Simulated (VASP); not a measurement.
# Te (R-3m) in VASP: further runs

Aim: see how the results for Te move with the level of theory and the settings. Levels: pbesol exchange, pbe correlation. Tasks: single point.

All numbers are computed with VASP 6.6.1; they aren't measurements. Logs are shortened: lines on timing, memory, paths and dates and some standing lists are left out, and cuts for length are marked.

### 1 The cell of the first run

The structure is trigonal, space group R-3m (No. 166). The conventional cell has a = 4.581 Å, b = 4.581 Å, c = 5.039 Å, α = 90.00°, β = 90.00°, γ = 120.00°. Within 4.1 Å of Te (site symmetry -3m) lie 6 Te at 3.13 Å.

### 2 Single point, pbesol exchange, pbe correlation, collinear spin (30.52 Å³/atom)

Contents of INCAR:

```
PREC     = Accurate       # precision mode
ENCUT    = 500            # plane-wave cutoff, eV
EDIFF    = 1E-6           # SCF threshold, eV
ISMEAR   = 0              # smearing method
SIGMA    = 0.05           # smearing width, eV
LREAL    = F              # projectors in reciprocal space
LASPH    = T              # aspherical terms in the spheres
NELM     = 200            # most SCF steps
ALGO     = Normal         # electronic algorithm
ISIF     = 2              # what is computed and relaxed
LWAVE    = F              # write WAVECAR
LCHARG   = F              # write CHGCAR
ISPIN    = 2              # spin polarisation
MAGMOM   = 1              # initial moments
LORBIT   = 11             # projections on sites
NUPDOWN  = 1.0            # fixed moment
GGA      = LIBXC          # functional
LIBXC1   = GGA_X_PBE_SOL
LIBXC2   = GGA_C_PBE    
NBANDS   = 13             # bands
GGA_COMPAT= F
```

Contents of KPOINTS:

```
regular mesh
0
Gamma
  9 9 9
```

Contents of POSCAR:

```
Te
1.0
    2.2904280083      1.3223792272      1.6796046794
   -2.2904280083      1.3223792272      1.6796046794
    0.0000000000     -2.6447584544      1.6796046794
Te
1
Direct
    0.5000000000      0.5000000000      0.5000000000
```

Potentials or basis: VASP PAW PBE potentials, release 64 (Te).

The run is started by

```console
$ cat potpaw_PBE.64/Te/POTCAR > POTCAR
$ mpirun -np 1 vasp_std > vasp.out
```

OUTCAR:

```text
PREC = Accurate
   ENCUT = 500
   EDIFF = 1E-6
   ISMEAR = 0
   LREAL = F
   LASPH = T
   NELM = 200
   ISIF = 2
   ISPIN = 2
   LORBIT = 11
   NUPDOWN = 1.0
   GGA = LIBXC

 ion  position               nearest neighbor table
   1  0.500  0.500  0.500-

  LATTYP: Found a trigonal (rhomboedric) cell.
 ALAT       =     3.1330207725
 COS(alpha) =    -0.0688991668

  Lattice vectors:

 A1 = (   2.2904280083,   1.3223792272,   1.6796046794)
 A2 = (  -2.2904280083,   1.3223792272,   1.6796046794)
 A3 = (   0.0000000000,  -2.6447584544,   1.6796046794)

Analysis of symmetry for initial positions (statically):
=====================================================================
 Subroutine PRICEL returns:
 Original cell was already a primitive cell.

 Routine SETGRP: Setting up the symmetry group for a
 trigonal (rhombohedral) supercell.

 Subroutine GETGRP returns: Found 12 space group operations
 (whereof 12 operations were pure point group operations)
 out of a pool of 12 trial point group operations.

The static configuration has the point symmetry D_3d.

Analysis of symmetry for dynamics (positions and initial velocities):
=====================================================================
 Subroutine PRICEL returns:
 Original cell was already a primitive cell.

 Routine SETGRP: Setting up the symmetry group for a
 trigonal (rhombohedral) supercell.

 Subroutine GETGRP returns: Found 12 space group operations
 (whereof 12 operations were pure point group operations)
 out of a pool of 12 trial point group operations.

The dynamic configuration has the point symmetry D_3d.

Analysis of structural, dynamic, and magnetic symmetry:
=====================================================================
 Subroutine PRICEL returns:
 Original cell was already a primitive cell.

 Routine SETGRP: Setting up the symmetry group for a
 trigonal (rhombohedral) supercell.

 Subroutine GETGRP returns: Found 12 space group operations
 (whereof 12 operations were pure point group operations)
 out of a pool of 12 trial point group operations.

The overall configuration has the point symmetry D_3d.

 Subroutine INISYM returns: Found 12 space group operations
 (whereof 12 operations are pure point group operations),
 and found     1 'primitive' translations

----------------------------------------------------------------------------------------

                                     Primitive cell

  volume of cell :      30.5233

  direct lattice vectors                    reciprocal lattice vectors
     2.290428008  1.322379227  1.679604679     0.218299810  0.126035454  0.198459398
    -2.290428008  1.322379227  1.679604679    -0.218299810  0.126035454  0.198459398
     0.000000000 -2.644758454  1.679604679     0.000000000 -0.252070909  0.198459398

  length of vectors
     3.133020772  3.133020772  3.133020773     0.320820628  0.320820628  0.320820628

  position of ions in fractional coordinates (direct lattice)
     0.500000000  0.500000000  0.500000000

  ion indices of the primitive-cell ions
   primitive index   ion index
                 1           1

----------------------------------------------------------------------------------------

 KPOINTS: regular mesh

Automatic generation of k-mesh.
 Grid dimensions read from file:
 generate k-points for:    9    9    9

 Generating k-lattice:

  Cartesian coordinates                     Fractional coordinates (reciprocal lattice)
     0.024255534  0.014003939  0.022051044     0.111111111  0.000000000  0.000000000
    -0.024255534  0.014003939  0.022051044     0.000000000  0.111111111  0.000000000
     0.000000000 -0.028007879  0.022051044     0.000000000  0.000000000  0.111111111

  Length of vectors
     0.035646736  0.035646736  0.035646736

  Shift w.r.t. Gamma in fractional coordinates (k-lattice)
     0.000000000  0.000000000  0.000000000

 Subroutine IBZKPT returns following result:
 ===========================================

 Found     85 irreducible k-points:

 Following reciprocal coordinates:
            Coordinates               Weight
  0.000000  0.000000  0.000000      1.000000
  0.111111  0.000000  0.000000      6.000000
  0.222222  0.000000  0.000000      6.000000
  0.333333  0.000000  0.000000      6.000000
  0.444444  0.000000  0.000000      6.000000
  0.111111  0.111111  0.000000      6.000000
[... 16 lines left out ...]
 -0.333333  0.333333  0.000000      6.000000
  0.444444  0.444444  0.000000      6.000000
 [... further k-points ...]
   k-points           NKPTS =     85   k-points in BZ     NKDIM =     85   number of bands    NBANDS=     13
   number of dos      NEDOS =    301   number of ions     NIONS =      1
   total plane-waves  NPLWV =  13824
   dimension x,y,z NGX =    24 NGY =   24 NGZ =   24
   dimension x,y,z NGXF=    48 NGYF=   48 NGZF=   48
   ions per type =               1
   NGX,Y,Z   is equivalent  to a cutoff of  12.74, 12.74, 12.74 a.u.
   NGXF,Y,Z  is equivalent  to a cutoff of  25.47, 25.47, 25.47 a.u.
 SYSTEM =  unknown system
   PREC   = accura    normal or accurate (medium, high low for compatibility)
   ISTART =      0    job   : 0-new  1-cont  2-samecut
   ICHARG =      2    charge: 1-file 2-atom 10-const
   ISPIN  =      2    spin polarized calculation?
   LNONCOLLINEAR =      F non collinear calculations
   LSORBIT =      F    spin-orbit coupling
   LASPH  =      T    aspherical Exc in radial PAW
   ENCUT  =  500.0 eV  36.75 Ry    6.06 a.u.   5.71  5.71  5.71*2*pi/ulx,y,z
   NELM   =    200;   NELMIN=  2; NELMDL= -5     # of ELM steps
   EDIFF  = 0.1E-05   stopping-criterion for ELM
   LREAL  =      F    real-space projection
   EDIFFG = 0.1E-04   stopping-criterion for IOM
   NSW    =      0    number of steps for IOM
   IBRION =     -1    ionic relax: 0-MD 1-quasi-New 2-CG
   NFREE  =      0    steps in history (QN), initial steepest desc. (CG)
   ISIF   =      2    stress and relaxation
   ISYM   =      2    0-nonsym 1-usesym 2-fastsym
   POTIM  = 0.5000    time-step for ionic-motion
   TEBEG  =    0.0;   TEEND  =   0.0 temperature during run
   PSTRESS=    0.0 pullay stress
   NELECT =       6.0000    total number of electrons
   NUPDOWN=       1.0000    fix difference up-down
   EMIN   =  10.00;   EMAX   =-10.00  energy-range for DOS
   EFERMI =   0.00;   METHOD = LEGACY
   ISMEAR =     0;   SIGMA  =   0.05  broadening in eV -4-tet -1-fermi 0-gaus
   EFERMI_NEDOS =   21; number of points for ismear=-14 and -15
   IALGO  =     38    algorithm
   IMIX   =      4    mixing-type and parameters
     AMIX     =   0.40;   BMIX     =  1.00
     AMIX_MAG =   1.60;   BMIX_MAG =  1.00
  volume/ion in A,a.u.               =      30.52       205.98
  Fermi-wavevector in a.u.,A,eV,Ry     =   0.951879  1.798790 12.327871  0.906073
  Thomas-Fermi vector in A             =   2.080390
   LORBIT       =     11    0 simple, 1 ext, 2 COOP (PROOUT), +10 PAW based schemes
   GGA     = LIBXC    functional components
   LHFCALC =     F    Hartree Fock is set to
   AEXX    =    0.0000 exact exchange contribution
   IVDW    =     0    specifies the selected vdW correction
   LEPSILON=     F    determine dielectric tensor
   LRPA    =     F    only Hartree local field effects (RPA)
 spin polarized calculation
 Gauss-broadening in eV      SIGMA  =   0.05
  energy-cutoff  :      500.00
  volume of cell :       30.52
 maximum number of plane-waves:       785
   NGX = 11   NGY = 11   NGZ = 11

 number of electron       5.9999999 magnetization       1.0000000

 Free energy of the ion-electron system (eV)
  ---------------------------------------------------
  ext. energy  EPLUGINS =         0.00000000
  ---------------------------------------------------
  free energy    TOTEN  =        -2.85228124 eV

  energy without entropy =       -2.85159851  energy(sigma->0) =       -2.85193987

 E-fermi :   5.8509     XC(G=0):  -9.7427

 val. band max:        8.5659051258   @ k =   0.1111   0.0000   0.0000
 cond. band min:       5.8780558838   @ k =  -0.2222   0.2222   0.2222
 fundamental gap:     -2.6878492420
 Fermi energy:         8.5973115257

 spin component 1

 k-point     1 :       0.0000    0.0000    0.0000
  band No.  band energies     occupation
      1      -7.1710      1.00000
      2       7.9321      1.00000
      3       8.4333      1.00000
      4       8.4333      1.00000
      5      12.9920      0.00000
      6      12.9920      0.00000
      7      13.6162      0.00000
      8      23.8556      0.00000
      9      23.8556      0.00000
     10      24.0100      0.00000
     11      24.3692      0.00000
     12      24.3922      0.00000
     13      24.3922      0.00000
[... 353 lines left out ...]
 k-point    24 :       0.4444    0.4444    0.0000
  band No.  band energies     occupation
      1      -3.4016      1.00000
      2       1.9312      1.00000
      3       2.6068      1.00000
      4       9.1308      0.00000
      5      10.9694      0.00000
      6      17.3409      0.00000
      7      19.1018      0.00000
      8      19.5582      0.00000
      9      19.8383      0.00000
     10      20.1441      0.00000
     11      23.1946      0.00000
     12      25.7062      0.00000
     13      27.5283      0.00000

 [... further k-points ...]

 spin component 2

 k-point     1 :       0.0000    0.0000    0.0000
  band No.  band energies     occupation
      1      -6.4995      1.00000
      2       8.6937      0.00000
      3       9.1550      0.00000
      4       9.1550      0.00000
      5      13.5658      0.00000
      6      13.5658      0.00000
      7      14.0401      0.00000
      8      24.4520      0.00000
      9      24.4520      0.00000
     10      24.6577      0.00000
     11      25.0091      0.00000
     12      25.0091      0.00000
     13      25.0240      0.00000
[... 353 lines left out ...]
 k-point    24 :       0.4444    0.4444    0.0000
  band No.  band energies     occupation
      1      -2.7136      1.00000
      2       2.6017      1.00000
      3       3.2933      1.00000
      4       9.6690      0.00000
      5      11.7233      0.00000
      6      17.9164      0.00000
      7      19.6766      0.00000
      8      20.1705      0.00000
      9      20.4086      0.00000
     10      20.7658      0.00000
     11      23.7699      0.00000
     12      26.2225      0.00000
     13      28.1008      0.00000

 [... further k-points ...]

------------------------ aborting loop because EDIFF is reached ----------------------------------------

  FORCE on cell =-STRESS in cart. coord.  units (eV):
  Direction    XX          YY          ZZ          XY          YZ          ZX
  --------------------------------------------------------------------------------------
  -------------------------------------------------------------------------------------
  Total        1.0301394      1.0301394      0.7927172      0.0000000     -0.0000000      0.0000000
  in kB       54.0723912     54.0723912     41.6100154      0.0000000     -0.0000000      0.0000000
  external PRESSURE =      49.9182659 kB  Pullay stress =       0.0000000 kB

 VOLUME and BASIS-vectors are now :
 -----------------------------------------------------------------------------
  energy-cutoff  :      500.00
  volume of cell :       30.52
      direct lattice vectors                 reciprocal lattice vectors
     2.290428008  1.322379227  1.679604679     0.218299810  0.126035454  0.198459398
    -2.290428008  1.322379227  1.679604679    -0.218299810  0.126035454  0.198459398
     0.000000000 -2.644758454  1.679604679     0.000000000 -0.252070909  0.198459398

 POSITION                                       TOTAL-FORCE (eV/Angst)
 -----------------------------------------------------------------------------------
      0.00000      0.00000      2.51941         0.000000     -0.000000      0.000000
 -----------------------------------------------------------------------------------
    total drift:                                0.000000      0.000000     -0.000000

  FREE ENERGIE OF THE ION-ELECTRON SYSTEM (eV)
  ---------------------------------------------------
  free  energy   TOTEN  =        -2.8522812375 eV

  energy  without entropy=       -2.8515985064  energy(sigma->0) =       -2.85193987

 total charge

# of ion       s       p       d       tot
------------------------------------------
    1        1.432   1.802   0.052   3.285

 magnetization (x)

# of ion       s       p       d       tot
------------------------------------------
    1        0.052   0.510   0.021   0.582
```

It took 26 s on 1 thread of Intel Xeon Platinum 8259CL at 2.50GHz (Skylake/Cascade Lake), shared host; peak memory 0.17 GiB.

What came out:

* Free energy: -2.8523 eV
* Pressure: 5.0 GPa
* Net moment: 1.00 μB per cell
* Site moments: Te +0.58 μB
* Valence electrons inside the program's atomic spheres: Te 3.29

Caveat: the cell stands under pressure; the PAW data sets were made with another functional, which shifts forces and pressure a little; spin-orbit coupling is left out, which moves the levels of the heavy elements; the total moment is fixed, so each spin has its own Fermi level.

### 3 Single point, pbesol exchange, pbe correlation, collinear spin (31.15 Å³/atom)

This run uses another cell than the first one, of 31.15 Å³/atom.

Contents of INCAR:

```
  ALGO = Normal
  EDIFF = 1E-6
  ENCUT = 500
  GGA = LIBXC
  GGA_COMPAT = F
  ISIF = 2
  ISMEAR = 0
  ISPIN = 2
  LASPH = T
  LCHARG = F
  LIBXC1 = GGA_X_PBE_SOL
  LIBXC2 = GGA_C_PBE
  LORBIT = 11
  LREAL = F
  LWAVE = F
  MAGMOM = 1
  NBANDS = 13
  NELM = 200
  NUPDOWN = 1.0
  PREC = Accurate
  SIGMA = 0.05
```

Contents of KPOINTS:

```
k-points
0
Gamma
  9 9 9
```

Contents of POSCAR:

```
Te
1.0
    2.3059043427      1.3313144930      1.6909537039
   -2.3059043427      1.3313144930      1.6909537039
    0.0000000000     -2.6626289860      1.6909537039
Te
1
Direct
    0.5000000000      0.5000000000      0.5000000000
```

Potentials or basis: VASP PAW PBE potentials, release 64 (Te).

The run is started by

```console
$ cat potpaw_PBE.64/Te/POTCAR > POTCAR
$ mpirun -np 1 vasp_std > vasp.out
```

Run time: 25 s. Hardware: 1 thread of Intel Xeon Platinum 8259CL at 2.50GHz (Skylake/Cascade Lake), shared host; peak memory 0.17 GiB.

It converged, with:

```yaml
Free_energy: -2.8691 eV
Pressure: 3.7 GPa
Net_moment: 1.00 μB per cell
Site_moments: Te +0.58 μB
Valence_electrons_inside_the_program's_atomic_spheres: Te 3.27
```

Stress tensor (GPa, compression positive):
```
3.99 0.00 0.00
0.00 3.99 0.00
0.00 0.00 3.01
```

Caveat: the cell stands under pressure; the PAW data sets were made with another functional, which shifts forces and pressure a little; spin-orbit coupling is left out, which moves the levels of the heavy elements; the total moment is fixed, so each spin has its own Fermi level.

(Part 1 of 2 ends here.)
